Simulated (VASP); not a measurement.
# Mo2HS4 in VASP: notebook

The runs below take Mo2HS4 through single point, with PBE+D3(BJ).

All numbers are computed with VASP 6.6.1; they aren't measurements. Logs are shortened: lines on timing, memory, paths and dates and some standing lists are left out, and cuts for length are marked.

**1. The cell of the first run**

The cell holds a slab with vacuum, 7 atoms: a = 3.153 Å, b = 3.153 Å, c = 28.124 Å, α = 90.00°, β = 90.00°, γ = 120.00°.

**2. Single point, PBE+D3(BJ), collinear spin, ferromagnetic start**

Contents of INCAR:

```
SYSTEM = Mo2HS4
  PREC = Accurate
  ENCUT = 520
  EDIFF = 1E-7
  ISMEAR = 0
  SIGMA = 0.05
  LREAL = .False.
  LASPH = .True.
  NELM = 150
  ALGO = Normal
  ISIF = 2
  LWAVE = .False.
  LCHARG = .False.
  ISPIN = 2
  MAGMOM = 0 0 0 0 0 0 1
  LORBIT = 11
  LMAXMIX = 4
  LDIPOL = .True.
  IDIPOL = 3
  DIPOL = 0.5 0.5 0.496
  GGA = PE
  IVDW = 12
  NBANDS = 40
```

Contents of KPOINTS:

```
Automatic mesh
0
Gamma
  9 9 1
  0 0 0
```

Contents of POSCAR:

```
Mo2HS4
1.0
    3.1529487575      0.0000000000      0.0000000000
   -1.5764743788      2.7305337208      0.0000000000
    0.0000000000      0.0000000000     28.1237673923
S Mo H
4 2 1
Direct
    0.3333333333      0.6666666667      0.3022354680
    0.3333333333      0.6666666667      0.4134308266
    0.0000000000      0.0000000000      0.5168328377
    0.0000000000      0.0000000000      0.6301708269
    0.6666666667      0.3333333333      0.3578603801
    0.3333333333      0.6666666667      0.5726917466
    0.0000000000      0.0000000000      0.6805844823
```

Potentials or basis: VASP PAW PBE potentials, release 64 (S, Mo_sv, H).

Launch:

```
> cat potpaw_PBE.64/S/POTCAR potpaw_PBE.64/Mo_sv/POTCAR potpaw_PBE.64/H/POTCAR > POTCAR
> mpirun -np 1 vasp_std > vasp.out
```

OUTCAR:

```text
SYSTEM = Mo2HS4
   PREC = Accurate
   ENCUT = 520
   EDIFF = 1E-7
   ISMEAR = 0
   LREAL = .False.
   LASPH = .True.
   NELM = 150
   ISIF = 2
   ISPIN = 2
   LORBIT = 11
   GGA = PE
   IVDW = 12
 IVDW          = 12

 ion  position               nearest neighbor table
   1  0.333  0.667  0.302-   5 2.40   5 2.40   5 2.40
   2  0.333  0.667  0.413-   5 2.40   5 2.40   5 2.40
   3  0.000  0.000  0.517-   6 2.40   6 2.40   6 2.40
   4  0.000  0.000  0.630-   7 1.42   6 2.43   6 2.43   6 2.43
   5  0.667  0.333  0.358-   2 2.40   2 2.40   2 2.40   1 2.40   1 2.40   1 2.40
   6  0.333  0.667  0.573-   3 2.40   3 2.40   3 2.40   4 2.43   4 2.43   4 2.43
   7  0.000  0.000  0.681-   4 1.42

  LATTYP: Found a hexagonal cell.
 ALAT       =     3.1529487575
 C/A-ratio  =     8.9198301512

  Lattice vectors:

 A1 = (   3.1529487575,   0.0000000000,   0.0000000000)
 A2 = (  -1.5764743788,   2.7305337208,   0.0000000000)
 A3 = (   0.0000000000,   0.0000000000,  28.1237673923)

Analysis of symmetry for initial positions (statically):
=====================================================================
 Subroutine PRICEL returns:
 Original cell was already a primitive cell.

 Routine SETGRP: Setting up the symmetry group for a
 hexagonal supercell.

 Subroutine GETGRP returns: Found  6 space group operations
 (whereof  6 operations were pure point group operations)
 out of a pool of 24 trial point group operations.

The static configuration has the point symmetry C_3v.

Analysis of symmetry for dynamics (positions and initial velocities):
=====================================================================
 Subroutine PRICEL returns:
 Original cell was already a primitive cell.

 Routine SETGRP: Setting up the symmetry group for a
 hexagonal supercell.

 Subroutine GETGRP returns: Found  6 space group operations
 (whereof  6 operations were pure point group operations)
 out of a pool of 24 trial point group operations.

The dynamic configuration has the point symmetry C_3v.

Analysis of structural, dynamic, and magnetic symmetry:
=====================================================================
 Subroutine PRICEL returns:
 Original cell was already a primitive cell.

 Routine SETGRP: Setting up the symmetry group for a
 hexagonal supercell.

 Subroutine GETGRP returns: Found  6 space group operations
 (whereof  6 operations were pure point group operations)
 out of a pool of 24 trial point group operations.
[... 145 lines left out ...]
  ext. energy  EPLUGINS =         0.00000000
  ---------------------------------------------------
  free energy    TOTEN  =       -45.21513405 eV

  energy without entropy =      -45.21059038  energy(sigma->0) =      -45.21286222

 E-fermi :   1.4293     XC(G=0):  -5.3396

 val. band max:        1.3650134270   @ k =   0.3333  -0.0000   0.0000
 cond. band min:       1.4392194194   @ k =   0.3333   0.1111   0.0000
 fundamental gap:      0.0742059925
 Fermi energy:         1.4292614892

 spin component 1

 k-point     1 :       0.0000    0.0000    0.0000
  band No.  band energies     occupation
      1     -60.6306      1.00000
      2     -60.2911      1.00000
      3     -34.8500      1.00000
      4     -34.5440      1.00000
      5     -34.5440      1.00000
      6     -34.4554      1.00000
[... 481 lines left out ...]
     37       6.5484      0.00000
     38       7.9804      0.00000
 Fermi energy:         1.4292614892

 spin component 2

 k-point     1 :       0.0000    0.0000    0.0000
  band No.  band energies     occupation
      1     -60.6306      1.00000
      2     -60.2911      1.00000
      3     -34.8500      1.00000
      4     -34.5440      1.00000
      5     -34.5440      1.00000
      6     -34.4554      1.00000
[... 481 lines left out ...]
     37       6.5484      0.00000
     38       7.9804      0.00000
 [bands above 38 left out]

------------------------ aborting loop because EDIFF is reached ----------------------------------------

 vacuum level on the upper side and lower side of the slab       (xc-potential included)        -0.868         0.842

 Edisp (eV)   -2.33623

 E8    (eV) :    -0.9645

  FORCE on cell =-STRESS in cart. coord.  units (eV):
  Direction    XX          YY          ZZ          XY          YZ          ZX
  --------------------------------------------------------------------------------------
  -------------------------------------------------------------------------------------
  Total       0.70819     0.70819     0.03440    -0.00000     0.00000    -0.00000
  in kB       4.68621     4.68621     0.22765    -0.00000     0.00000    -0.00000
  external pressure =        3.20 kB  Pullay stress =        0.00 kB

 VOLUME and BASIS-vectors are now :
 -----------------------------------------------------------------------------
  energy-cutoff  :      520.00
  volume of cell :      242.12
      direct lattice vectors                 reciprocal lattice vectors
     3.152948757  0.000000000  0.000000000     0.317163417  0.183114384  0.000000000
    -1.576474379  2.730533721  0.000000000     0.000000000  0.366228768  0.000000000
     0.000000000  0.000000000 28.123767392     0.000000000  0.000000000  0.035557114

 POSITION                                       TOTAL-FORCE (eV/Angst)
 -----------------------------------------------------------------------------------
     -0.00000      1.82036      8.50000         0.000000     -0.000000     -0.052472
     -0.00000      1.82036     11.62723        -0.000000      0.000000      0.029240
      0.00000      0.00000     14.53529         0.000000      0.000000      0.008008
      0.00000      0.00000     17.72278         0.000000      0.000000      0.071016
      1.57647      0.91018     10.06438        -0.000000      0.000000      0.021151
     -0.00000      1.82036     16.10625         0.000000      0.000000     -0.028133
      0.00000      0.00000     19.14060        -0.000000      0.000000     -0.048811
 -----------------------------------------------------------------------------------
    total drift:                                0.000000      0.000000     -0.000527

  FREE ENERGIE OF THE ION-ELECTRON SYSTEM (eV)
  ---------------------------------------------------
  free  energy   TOTEN  =       -47.5513681204 eV

  energy  without entropy=      -47.5468244527  energy(sigma->0) =      -47.54909629

 vacuum level on the upper side and lower side of the slab         4.648         6.394

 total charge

# of ion       s       p       d       tot
------------------------------------------
    1        1.363   2.344   0.000   3.708
    2        1.365   2.346   0.000   3.711
    3        1.367   2.323   0.000   3.691
    4        1.340   2.403   0.000   3.743
    5        2.293   6.225   3.964  12.481
    6        2.274   6.195   4.004  12.473
    7        0.514   0.030   0.000   0.544
--------------------------------------------------
tot         10.518  21.866   7.967  40.351

 magnetization (x)

# of ion       s       p       d       tot
------------------------------------------
    1       -0.000  -0.000   0.000  -0.000
    2       -0.000   0.000   0.000   0.000
    3        0.000   0.000   0.000   0.000
    4       -0.000  -0.000   0.000  -0.000
    5       -0.000  -0.000  -0.000  -0.000
    6       -0.000  -0.000  -0.000  -0.000
    7       -0.000  -0.000   0.000  -0.000
--------------------------------------------------
tot         -0.000   0.000  -0.000  -0.000
```

stdout:

```text
POSCAR found type information on POSCAR S MoH
 POSCAR found :  3 types and       7 ions
 scaLAPACK will be used
 LDA part: xc-table for (Slater+PW92), standard interpolation
 POSCAR, INCAR and KPOINTS ok, starting setup
 FFT: planning ... GRIDC
 FFT: planning ... GRID_SOFT
 FFT: planning ... GRID
 WAVECAR not read
 entering main loop
```

It took 24 min on 1 thread of Oxide Virtual Turin-like, shared host; peak memory 0.49 GiB.

Results:

```
Free energy                                           : -47.5514 eV
Largest force                                         : 0.071 eV/Å
Net moment                                            : 0.00 μB per cell
Valence electrons inside the program's atomic spheres : S 3.71, 3.69, 3.74; Mo 12.48, 12.47; H 0.54
Dispersion energy per atom                            : -0.334 eV
```

Forces in eV/Å, atoms in the order of the input:
```
S    0.000  0.000 -0.052
S    0.000  0.000  0.029
S    0.000  0.000  0.008
S    0.000  0.000  0.071
Mo   0.000  0.000  0.021
Mo   0.000  0.000 -0.028
H    0.000  0.000 -0.049
```

Levels at points of the mesh, in eV from the Fermi level:
Spin up:
| k point | band 22 | band 23 | band 24 | band 25 | band 26 | band 27 | band 28 | band 29 | band 30 | band 31 |
| --- | --- | --- | --- | --- | --- | --- | --- | --- | --- | --- |
| (0.00, 0.00, 0.00) | -2.88 | -2.37 | -2.37 | -1.69 | -0.58 | 0.86 | 0.86 | 1.12 | 1.64 | 1.64 |
Spin down:
```
           k point  band 23  band 24  band 25  band 26  band 27  band 28  band 29  band 30
(0.00, 0.00, 0.00)    -2.37    -2.37    -1.69    -0.58     0.86     0.86     1.12     1.64
```

**3. Single point, PBE+D3(BJ), collinear spin, ferromagnetic start**

Contents of INCAR:

```
PREC     = Accurate       # precision mode
ENCUT    = 520            # plane-wave cutoff, eV
EDIFF    = 1E-7           # SCF threshold, eV
ISMEAR   = 0              # smearing method
SIGMA    = 0.05           # smearing width, eV
LREAL    = False          # projectors in reciprocal space
LASPH    = True           # aspherical terms in the spheres
NELM     = 150            # most SCF steps
ALGO     = Normal         # electronic algorithm
ISIF     = 2              # what is computed and relaxed
LWAVE    = False          # write WAVECAR
LCHARG   = True           # write CHGCAR
ISPIN    = 2              # spin polarisation
MAGMOM   = 0 0 0 0 0 0 1  # initial moments
LORBIT   = 11             # projections on sites
LMAXMIX  = 4              # l up to which the mixer works
LDIPOL   = True         
IDIPOL   = 3            
DIPOL    = 0.5 0.5 0.482
GGA      = PE             # functional
IVDW     = 12             # dispersion correction
LELF     = True           # ELF
LVHAR    = True         
LVACPOTAV= True         
NBANDS   = 40             # bands
```

Contents of KPOINTS:

```
Automatic mesh
0
Gamma
  9 9 1
```

Contents of POSCAR:

```
Mo2HS4
1.0
    3.1529487575      0.0000000000      0.0000000000
   -1.5764743788      2.7305337208      0.0000000000
    0.0000000000      0.0000000000     28.1237673923
S Mo H
4 2 1
Direct
    0.3333333333      0.6666666667      0.3022354680
    0.3333333333      0.6666666667      0.4134308266
    0.0000000000      0.0000000000      0.5149896397
    0.0000000000      0.0000000000      0.6356217207
    0.6666666667      0.3333333333      0.3578603801
    0.3333333333      0.6666666667      0.5752757684
    0.6666666667      0.3333333333      0.5748879898
```

Potentials or basis: VASP PAW PBE potentials, release 64 (S, Mo_sv, H).

Launch:

```
> cat potpaw_PBE.64/S/POTCAR potpaw_PBE.64/Mo_sv/POTCAR potpaw_PBE.64/H/POTCAR > POTCAR
> mpirun -np 1 vasp_std > vasp.out
```

OUTCAR:

```text
PREC = Accurate
   ENCUT = 520
   EDIFF = 1E-7
   ISMEAR = 0
   LREAL = False
   LASPH = True
   NELM = 150
   ISIF = 2
   ISPIN = 2
   LORBIT = 11
   GGA = PE
   IVDW = 12
 IVDW          = 12

 ion  position               nearest neighbor table
   1  0.333  0.667  0.302-   5 2.40   5 2.40   5 2.40
   2  0.333  0.667  0.413-   5 2.40   5 2.40   5 2.40
   3  0.000  0.000  0.515-   6 2.49   6 2.49   6 2.49
   4  0.000  0.000  0.636-   6 2.49   6 2.49   6 2.49
   5  0.667  0.333  0.358-   2 2.40   2 2.40   2 2.40   1 2.40   1 2.40   1 2.40
   6  0.333  0.667  0.575-   7 1.82   7 1.82   7 1.82   3 2.49   3 2.49   3 2.49   4 2.49   4 2.49
                             4 2.49
   7  0.667  0.333  0.575-   6 1.82   6 1.82   6 1.82
[... 1225 lines left out ...]
      0.00000      0.00000     14.48345         0.000000      0.000000      0.008884
      0.00000      0.00000     17.87608        -0.000000      0.000000     -0.004780
      1.57647      0.91018     10.06438         0.000000      0.000000      0.017514
     -0.00000      1.82036     16.17892        -0.000000      0.000000     -0.000372
      1.57647      0.91018     16.16802         0.000000     -0.000000      0.001086
 -----------------------------------------------------------------------------------
    total drift:                                0.000000      0.000000     -0.000015

  FREE ENERGIE OF THE ION-ELECTRON SYSTEM (eV)
  ---------------------------------------------------
  free  energy   TOTEN  =       -47.6901184483 eV

  energy  without entropy=      -47.6892723910  energy(sigma->0) =      -47.68969542

 vacuum level on the upper side and lower side of the slab         5.655         5.886

 total charge

# of ion       s       p       d       tot
------------------------------------------
    1        1.363   2.344   0.000   3.708
    2        1.366   2.345   0.000   3.710
    3        1.378   2.284   0.000   3.662
    4        1.373   2.290   0.000   3.663
    5        2.293   6.224   3.965  12.482
    6        2.283   6.222   3.996  12.501
    7        0.577   0.033   0.000   0.609
--------------------------------------------------
tot         10.632  21.742   7.961  40.335

 magnetization (x)

# of ion       s       p       d       tot
------------------------------------------
    1        0.000   0.000   0.000   0.000
    2        0.001   0.002   0.000   0.003
    3        0.001   0.026   0.000   0.028
    4        0.002   0.030   0.000   0.032
    5        0.000   0.000   0.007   0.007
    6        0.007   0.005   0.358   0.369
    7       -0.004   0.004   0.000   0.000
--------------------------------------------------
tot          0.008   0.067   0.364   0.440
```

OSZICAR:

```text
N       E                     dE             d eps       ncg     rms          rms(c)
DAV:   1     0.411382831839E+03    0.41138E+03   -0.27764E+04  2320   0.112E+03
DAV:   2    -0.186170975659E+02   -0.43000E+03   -0.41503E+03  2456   0.283E+02
DAV:   3    -0.460689345361E+02   -0.27452E+02   -0.26833E+02  2384   0.639E+01
[... 29 lines left out ...]
DAV:  33    -0.453050979583E+02   -0.17462E-05   -0.28677E-08  1560   0.437E-04    0.163E-04
DAV:  34    -0.453050983402E+02   -0.38184E-06   -0.54363E-09  1520   0.185E-04    0.192E-04
DAV:  35    -0.453050985373E+02   -0.19713E-06   -0.20101E-09  1392   0.149E-04    0.626E-05
DAV:  36    -0.453050987090E+02   -0.17171E-06   -0.21367E-09  1408   0.102E-04    0.383E-05
DAV:  37    -0.453050987533E+02   -0.44325E-07   -0.31229E-10  1400   0.518E-05
   1 F= -.47690118E+02 E0= -.47689695E+02  d E =-.846057E-03  mag=     0.5294
```

Wall time 14 min (1 thread of Oxide Virtual Turin-like, shared host); peak memory 0.49 GiB.

What came out:

| Item | Value |
| --- | --- |
| Free energy | -47.6901 eV |
| Largest force | 0.057 eV/Å |
| Net moment | 0.53 μB per cell |
| Site moments | S +0.00, +0.03; Mo +0.01, +0.37; H +0.00 μB |
| Valence electrons inside the program's atomic spheres | S 3.71, 3.66; Mo 12.48, 12.50; H 0.61 |
| Dispersion energy per atom | -0.341 eV |

Forces in eV/Å, atoms in the order of the input:
```
S    0.000  0.000 -0.057
S    0.000  0.000  0.035
S    0.000  0.000  0.009
S    0.000  0.000 -0.005
Mo   0.000  0.000  0.018
Mo   0.000  0.000  0.000
H    0.000  0.000  0.001
```
